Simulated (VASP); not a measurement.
# Pt (P2_1/m) in VASP: notebook, part 2 of 2

VASP 6.6.1. The steps go on from the part before.

### 3 Single point, PBEsol (atoms displaced along a vibrational mode)

INCAR

```
PREC = Accurate
ENCUT = 520
EDIFF = 1E-7
ISMEAR = 0
SIGMA = 0.15
LREAL = False
LASPH = True
NELM = 60
ALGO = Fast
ISIF = 2
LWAVE = False
LCHARG = False
GGA = PS
NBANDS = 28
```

KPOINTS

```
Automatic mesh
0
Gamma
  22 14 14
```

POSCAR

```
Pt
1.0
   -2.7251696203      0.0000000000      0.0000000000
    0.0000000000      0.0000000000     -4.7068056308
    0.0000000000     -4.7201322416      0.0000000000
Pt
4
Direct
    1.1284323726      0.2500000000      0.3333333333
    0.6284323726      0.2500000000      0.8333333333
    0.3715676274      0.7500000000      0.1666666667
   -0.1284323726      0.7500000000      0.6666666667
```

Potentials or basis: VASP PAW PBE potentials, release 64 (Pt).

The run is started by

```bash
$ cat potpaw_PBE.64/Pt/POTCAR > POTCAR
$ mpirun -np 1 vasp_std > vasp.out
```

OUTCAR:

```text
PREC = Accurate
   ENCUT = 520
   EDIFF = 1E-7
   ISMEAR = 0
   LREAL = False
   LASPH = True
   NELM = 60
   ISIF = 2
   GGA = PS

 ion  position               nearest neighbor table
   1  0.128  0.250  0.333-   3 2.57   3 2.57   2 2.73   2 2.73   2 2.73   2 2.73   4 2.92   4 2.92
                             3 3.23   3 3.23   4 3.48   4 3.48
   2  0.628  0.250  0.833-   4 2.57   4 2.57   1 2.73   1 2.73   1 2.73   1 2.73   3 2.92   3 2.92
                             4 3.23   4 3.23   3 3.48   3 3.48
   3  0.372  0.750  0.167-   1 2.57   1 2.57   4 2.73   4 2.73   4 2.73   4 2.73   2 2.92   2 2.92
                             1 3.23   1 3.23   2 3.48   2 3.48
   4  0.872  0.750  0.667-   2 2.57   2 2.57   3 2.73   3 2.73   3 2.73   3 2.73   1 2.92   1 2.92
                             2 3.23   2 3.23   1 3.48   1 3.48

  LATTYP: Found a simple orthorhombic cell.
 ALAT       =     2.7251696203
 B/A-ratio  =     1.7271606126
 C/A-ratio  =     1.7320508076

  Lattice vectors:

 A1 = (  -2.7251696203,   0.0000000000,   0.0000000000)
 A2 = (   0.0000000000,   0.0000000000,  -4.7068056308)
 A3 = (   0.0000000000,  -4.7201322416,   0.0000000000)

Analysis of symmetry for initial positions (statically):
=====================================================================
 Subroutine PRICEL returns following result:

  LATTYP: Found a hexagonal cell.
 ALAT       =     2.7251696203
 C/A-ratio  =     1.7271606126

  Lattice vectors:

 A1 = (  -1.3625848101,  -2.3600661208,   0.0000000000)
 A2 = (  -1.3625848101,   2.3600661208,   0.0000000000)
 A3 = (   0.0000000000,   0.0000000000,  -4.7068056308)

   2 primitive cells build up your supercell.

 Routine SETGRP: Setting up the symmetry group for a
 simple orthorhombic supercell.

 Subroutine GETGRP returns: Found  4 space group operations
 (whereof  2 operations were pure point group operations)
 out of a pool of  8 trial point group operations.

[... 144 lines left out ...]
   IALGO  =     68    algorithm
   IMIX   =      4    mixing-type and parameters
     AMIX     =   0.40;   BMIX     =  1.00
     AMIX_MAG =   1.60;   BMIX_MAG =  1.00
  volume/ion in A,a.u.               =      15.14       102.14
  Fermi-wavevector in a.u.,A,eV,Ry     =   1.425838  2.694443 27.660833  2.033014
  Thomas-Fermi vector in A             =   2.546179
   LORBIT       =      0    0 simple, 1 ext, 2 COOP (PROOUT), +10 PAW based schemes
   GGA     = PS    functional components
   LHFCALC =     F    Hartree Fock is set to
   AEXX    =    0.0000 exact exchange contribution
   IVDW    =     0    specifies the selected vdW correction
   LEPSILON=     F    determine dielectric tensor
   LRPA    =     F    only Hartree local field effects (RPA)
 non-spin polarized calculation
 RMM-DIIS sequential band-by-band and
 Gauss-broadening in eV      SIGMA  =   0.15
  energy-cutoff  :      520.00
  volume of cell :       60.54
 maximum number of plane-waves:      1652
   NGX = 11   NGY = 17   NGZ = 17

 number of electron      40.0000001 magnetization

 Free energy of the ion-electron system (eV)
  ---------------------------------------------------
  ext. energy  EPLUGINS =         0.00000000
  ---------------------------------------------------
  free energy    TOTEN  =       -27.46739305 eV

  energy without entropy =      -27.42227159  energy(sigma->0) =      -27.44483232

 E-fermi :  11.0028     XC(G=0): -13.5841

 val. band max:       11.0019116644   @ k =   0.2727   0.5000  -0.2143
 cond. band min:      11.0033397335   @ k =   0.4091   0.0000   0.3571
 fundamental gap:      0.0014280691
 Fermi energy:        11.0028293644

 k-point     1 :       0.0000    0.0000    0.0000
  band No.  band energies     occupation
      1       0.7902      2.00000
      2       3.6429      2.00000
      3       4.2473      2.00000
      4       4.7534      2.00000
      5       4.9389      2.00000
      6       5.8085      2.00000
[... 733 lines left out ...]
     27      19.5734      0.00000
     28      19.5734      0.00000

 [... further k-points ...]

------------------------ aborting loop because EDIFF is reached ----------------------------------------

  FORCE on cell =-STRESS in cart. coord.  units (eV):
  Direction    XX          YY          ZZ          XY          YZ          ZX
  --------------------------------------------------------------------------------------
  -------------------------------------------------------------------------------------
  Total        0.1325145     -0.4709386      5.6057002     -0.2358653      0.0000000      0.0000000
  in kB        3.5067111    -12.4623769    148.3428036     -6.2416671      0.0000000      0.0000000
  external PRESSURE =      46.4623793 kB  Pullay stress =       0.0000000 kB

 VOLUME and BASIS-vectors are now :
 -----------------------------------------------------------------------------
  energy-cutoff  :      520.00
  volume of cell :       60.54
      direct lattice vectors                 reciprocal lattice vectors
    -2.725169620  0.000000000  0.000000000    -0.366949636  0.000000000  0.000000000
     0.000000000  0.000000000 -4.706805631     0.000000000  0.000000000 -0.212458316
     0.000000000 -4.720132242  0.000000000     0.000000000 -0.211858471  0.000000000

 POSITION                                       TOTAL-FORCE (eV/Angst)
 -----------------------------------------------------------------------------------
     -0.35000     -1.57338     -1.17670         0.404121     -0.713627      0.000000
     -1.71258     -3.93344     -1.17670         0.404121     -0.713627     -0.000000
     -1.01258     -0.78669     -3.53010        -0.404121      0.713627     -0.000000
     -2.37517     -3.14675     -3.53010        -0.404121      0.713627      0.000000
 -----------------------------------------------------------------------------------
    total drift:                               -0.000000     -0.000000     -0.000000

  FREE ENERGIE OF THE ION-ELECTRON SYSTEM (eV)
  ---------------------------------------------------
  free  energy   TOTEN  =       -27.4673930473 eV

  energy  without entropy=      -27.4222715866  energy(sigma->0) =      -27.44483232
```

OSZICAR:

```text
N       E                     dE             d eps       ncg     rms          rms(c)
DAV:   1     0.242307994825E+03    0.24231E+03   -0.20766E+04 69888   0.139E+03
DAV:   2    -0.217451032595E+02   -0.26405E+03   -0.25278E+03 77852   0.309E+02
DAV:   3    -0.292779616210E+02   -0.75329E+01   -0.73885E+01 78160   0.502E+01
[... 13 lines left out ...]
RMM:  17    -0.274673928419E+02   -0.51052E-06   -0.15172E-06 73600   0.702E-03    0.440E-03
RMM:  18    -0.274673931206E+02   -0.27868E-06   -0.30137E-07 47251   0.317E-03    0.122E-03
RMM:  19    -0.274673933731E+02   -0.25247E-06   -0.14537E-07 38942   0.212E-03    0.494E-03
RMM:  20    -0.274673930730E+02    0.30011E-06   -0.96010E-08 38344   0.200E-03    0.301E-04
RMM:  21    -0.274673930473E+02    0.25620E-07   -0.72694E-09 36419   0.552E-04
   1 F= -.27467393E+02 E0= -.27444832E+02  d E =-.451215E-01
```

It took 48 min on 1 thread of Oxide Virtual Turin-like, shared host; peak memory 1.4 GiB.

What came out:

```
Free energy            : -27.4674 eV
Pressure               : 4.6 GPa
Largest force          : 0.820 eV/Å
Band gap on the k mesh : zero (bands 20 and 21 overlap by 2.01 eV)
```

Forces in eV/Å, atoms in the order of the input:
```
Pt   0.404 -0.714  0.000
Pt   0.404 -0.714  0.000
Pt  -0.404  0.714  0.000
Pt  -0.404  0.714  0.000
```

Stress tensor (GPa, compression positive):
```
 0.35 -0.62  0.00
-0.62 -1.25  0.00
 0.00  0.00 14.83
```

Caveat: the cell differs from its parent crystal (atoms displaced along a vibrational mode); the stress differs along the axes, from -1 to 15 GPa; the PAW data sets were made with another functional, which shifts forces and pressure a little; spin-orbit coupling is left out, which moves the levels of the heavy elements.

### 4 Single point, PBEsol (atoms displaced along a vibrational mode)

INCAR

```
SYSTEM = Pt
  ALGO = Fast
  EDIFF = 1E-7
  ENCUT = 520
  GGA = PS
  ISIF = 2
  ISMEAR = 0
  LASPH = .True.
  LCHARG = .False.
  LREAL = .False.
  LWAVE = .False.
  NBANDS = 28
  NELM = 100
  PREC = Accurate
  SIGMA = 0.15
```

KPOINTS

```
k-points
0
Gamma
  22 14 14
  0 0 0
```

POSCAR

```
Pt
1.0
   -2.7251696203      0.0000000000      0.0000000000
    0.0000000000      0.0000000000     -4.7068056308
    0.0000000000     -4.7201322416      0.0000000000
Pt
4
Direct
    0.9266100728      0.2500000000      0.3333333333
    0.4266100728      0.2500000000      0.8333333333
    0.5733899272      0.7500000000      0.1666666667
    0.0733899272      0.7500000000      0.6666666667
```

The run is started by

```bash
$ cat potpaw_PBE.64/Pt/POTCAR > POTCAR
$ mpirun -np 1 vasp_std > vasp.out
```

Run time: 52 min. Hardware: 1 thread of Oxide Virtual Turin-like, shared host; peak memory 1.4 GiB.

Results (log left out):

- Free energy: -27.6202 eV
- Pressure: 1.3 GPa
- Largest force: 0.398 eV/Å
- Band gap on the k mesh: zero (bands 20 and 21 overlap by 1.49 eV)

Forces in eV/Å, atoms in the order of the input:
```
Pt  -0.117 -0.380  0.000
Pt  -0.117 -0.380  0.000
Pt   0.117  0.380  0.000
Pt   0.117  0.380  0.000
```

Stress tensor (GPa, compression positive):
```
 1.06  0.87  0.00
 0.87 -1.34  0.00
 0.00  0.00  4.13
```

Levels at points of the mesh, in eV from the Fermi level:
| k point | band 16 | band 17 | band 18 | band 19 | band 20 | band 21 | band 22 | band 23 | band 24 | band 25 |
| --- | --- | --- | --- | --- | --- | --- | --- | --- | --- | --- |
| (0.00, 0.00, 0.00) | -1.14 | -0.99 | -0.92 | -0.79 | 0.25 | 0.36 | 0.48 | 2.31 | 3.84 | 5.17 |
| (0.50, 0.00, 0.00) | -2.08 | -0.69 | -0.69 | 0.05 | 0.05 | 2.27 | 2.27 | 6.63 | 6.63 | 7.81 |
| (0.00, 0.50, 0.00) | -1.10 | -0.76 | -0.76 | -0.58 | -0.58 | 0.43 | 0.43 | 1.70 | 1.70 | 6.74 |
| (0.50, 0.50, 0.00) | -2.42 | 0.05 | 0.05 | 0.05 | 0.05 | 2.96 | 2.96 | 2.96 | 2.96 | 9.11 |
| (0.00, 0.00, 0.50) | -2.07 | -1.86 | -1.86 | -1.59 | -1.59 | -0.57 | -0.57 | 4.91 | 4.91 | 4.95 |
| (0.50, 0.00, 0.50) | -0.09 | 0.23 | 0.35 | 0.50 | 0.62 | 1.51 | 3.09 | 3.09 | 4.52 | 6.43 |
| (0.00, 0.50, 0.50) | -2.07 | -1.20 | -1.20 | -1.20 | -1.20 | -0.14 | -0.14 | -0.14 | -0.14 | 12.55 |
| (0.50, 0.50, 0.50) | 0.25 | 0.44 | 0.44 | 0.44 | 0.44 | 0.65 | 0.65 | 2.67 | 2.67 | 5.89 |

Caveat: the cell differs from its parent crystal (atoms displaced along a vibrational mode); the stress differs along the axes, from -1 to 4 GPa; the PAW data sets were made with another functional, which shifts forces and pressure a little; spin-orbit coupling is left out, which moves the levels of the heavy elements.

### 5 Overview

```tsv
cell	gap on the mesh (eV)	pressure (GPa)	largest force (eV/Å)
as given, atomic positions A	none	0.6	0.26
as given, atomic positions B	none	4.6	0.82
as given, atomic positions C	none	1.3	0.40
```

Alike in all rows: task single point; level PBEsol; potentials or basis VASP PAW PBE potentials, release 64 (Pt); no spin polarisation; k mesh 22 × 14 × 14; cutoff (eV) 520; smearing gaussian 0.15 eV.

Caveats: the PAW data sets were made with another functional, which shifts forces and pressure a little; spin-orbit coupling is left out, which moves the levels of the heavy elements; the stress differs along the axes, from -1 to 15 GPa (at least some runs); the stress differs along the axes, from -1 to 4 GPa (at least some runs).

Absolute energies hang on the potentials; compare differences alone.
